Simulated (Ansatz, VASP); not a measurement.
**One calculation of TiSiTe3, two programs**

```
Ti Si Te
1.0
     5.38896    0.00000    0.00000
    -2.69448    4.66698    0.00000
     0.00000    0.00000    5.47404
Ti Si Te
1 1 3
Direct
  0.33333 0.66667 0.50000
  0.66667 0.33333 0.00000
  0.00000 0.00000 0.00000
  0.66667 0.33333 0.50000
  0.00000 0.00000 0.50000
```

Alike in both runs: task single point; functional PBE; k mesh 6 × 6 × 4; occupations gaussian, width 0.1 eV; no spin polarisation.

|  | VASP | Ansatz |
| --- | --- | --- |
| version | VASP 6.6.1 | Ansatz 0.2.0 |
| potentials or method | VASP PAW PBE potentials, release 64 (Ti_sv, Si, Te), cutoff 520 eV | scalar-relativistic, plane waves, PAW |
| valence electrons in the cell | 34 | 64 |

|  | VASP | Ansatz | Ansatz less VASP |
| --- | --- | --- | --- |
| gap on the k mesh at the Fermi level (eV) | none | none | - |
| pressure (GPa) | 3.0 | 2.9 | -0.04 |
| traceless stress, the component that is largest in VASP (GPa) | 12.56 | 12.55 | -0.013 |

A gap of «none» marks a metal or a gap that the smearing closes. The functional is the same, so the differences come from potentials, cutoffs and numerics. VASP's potentials hold 34 valence electrons a cell and Ansatz's 64, so a difference there can come from the potentials and not from the codes.

Spin-orbit coupling is off throughout.
